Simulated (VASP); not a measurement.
Here is a VASP 6.6.1 calculation.

File INCAR:

```
PREC = Accurate ; ENCUT = 520
EDIFF = 1E-6 ; ISMEAR = 0
SIGMA = 0.15 ; LREAL = F
LASPH = T ; NELM = 60
ALGO = Normal ; ISIF = 2
LWAVE = F ; LCHARG = T
GGA = PE ; IVDW = 12
LELF = T ; LVHAR = T
NBANDS = 8
```

The input KPOINTS:

```
regular mesh
0
Gamma
  22 22 22
```

POSCAR

```
Al
1.0
    0.0000000000      2.0582695073      1.7637311408
    2.0582695073      0.0000000000      1.7637311408
    2.0582695073      2.0582695073      0.0000000000
Al
1
Direct
    0.0000000000      0.0000000000      0.0000000000
```

Potentials or basis: VASP PAW PBE potentials, release 64 (Al).

Command:

```sh
$ cat potpaw_PBE.64/Al/POTCAR > POTCAR
$ mpirun -np 1 vasp_std > vasp.out
```

**Question.** Estimate the dispersion energy per atom.

**Answer.** -0.373 eV.

**Question.** What does it give for the pressure?

**Answer.** 6.5 GPa.

**Question.** Estimate the band gap on the k mesh.

**Answer.** Zero (an odd number of electrons rules out a gap without spin polarisation).

Stress tensor (GPa, compression positive):
```
 3.38  0.00  0.00
 0.00  3.38  0.00
 0.00  0.00 12.75
```

Caveat: the cell stands under pressure.
